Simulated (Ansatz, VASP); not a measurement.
# Two plane-wave programs on Ni

Contents of INCAR:

```
PREC = Accurate
ENCUT = 520
EDIFF = 1E-6
ISMEAR = -1
SIGMA = 0.05
LREAL = False
LASPH = True
NELM = 150
ALGO = Normal
ISIF = 2
LWAVE = False
LCHARG = True
ISPIN = 2
MAGMOM = 0.667 0.667 0.676 0.676
LORBIT = 11
LMAXMIX = 4
GGA = B5
ALDAX = 1.0
AGGAX = 1.0
AGGAC = 1.0
ALDAC = 0.0
LELF = True
LVHAR = True
NBANDS = 32
```

File KPOINTS:

```
Automatic mesh
0
Gamma
  16 16 5
```

Contents of POSCAR:

```
Ni
1.0
    2.4226298651      0.0000000000      0.0000000000
   -1.2113149325      2.0980590071      0.0000000000
    0.0000000000      0.0000000000      7.9383878009
Ni
4
Direct
    0.0000000000      0.0000000000      1.0000000000
    0.0000000000      0.0000000000      0.5000000000
    0.3333333333      0.6666666667      0.2500000000
    0.6666666667      0.3333333333      0.7500000000
```

Input for Ansatz:

```yaml
crystal:
  lattice:
    - [2.4226298651, 0.0, 0.0]
    - [-1.2113149325, 2.0980590071, 0.0]
    - [0.0, 0.0, 7.9383878009]
  atoms:
    - { symbol: Ni, position: [0.0, 0.0, 1.0], spin: 0.667 }
    - { symbol: Ni, position: [0.0, 0.0, 0.5], spin: 0.667 }
    - { symbol: Ni, position: [0.3333333333, 0.6666666667, 0.25], spin: 0.676 }
    - { symbol: Ni, position: [0.6666666667, 0.3333333333, 0.75], spin: 0.676 }
hamiltonian:
  xc: blyp
  pseudopotentials:
    kind: paw
    azcp:
      Ni: "pseudopotentials/Ni.paw.azcp"
basis:
  ecutwfc: 420
  fft_grid_basis: typed
kpoints:
  mp_grid: { grid: [16, 16, 5], shift: [0, 0, 0] }
magnetization:
  spin_polarized: true
scf:
  occupations: { method: fermi_dirac, width: 0.05 }
  lower_state_search: "off"
output:
  stress: true
```

Alike in both runs: task single point; functional BLYP; k mesh 16 × 16 × 5; occupations fermi-dirac, width 0.05 eV; collinear spin.

```csv
,VASP,Ansatz
version,VASP 6.6.1,Ansatz 0.2.0
potentials or method,"VASP PAW PBE potentials, release 64 (Ni), cutoff 520 eV","plane waves (420 eV) with PAW, scalar-relativistic"
valence electrons in the cell,40,72
```

Ansatz gave:

| Quantity | Value |
| --- | --- |
| net moment per atom (μB) | 0.58 |
| size of the moment on the site where the two differ most (μB) | 0.62 |

Problem. What did VASP give for the same quantities?

Solution. net moment per atom (μB): 0.57; size of the moment on the site where the two differ most (μB): 0.58.

VASP's potentials were made for PBE, not for BLYP. Site moments also hang on the region over which each program counts them. The functional is the same, so the differences come from potentials, cutoffs and numerics. VASP's potentials hold 40 valence electrons a cell and Ansatz's 72, so a difference there can come from the potentials and not from the codes.
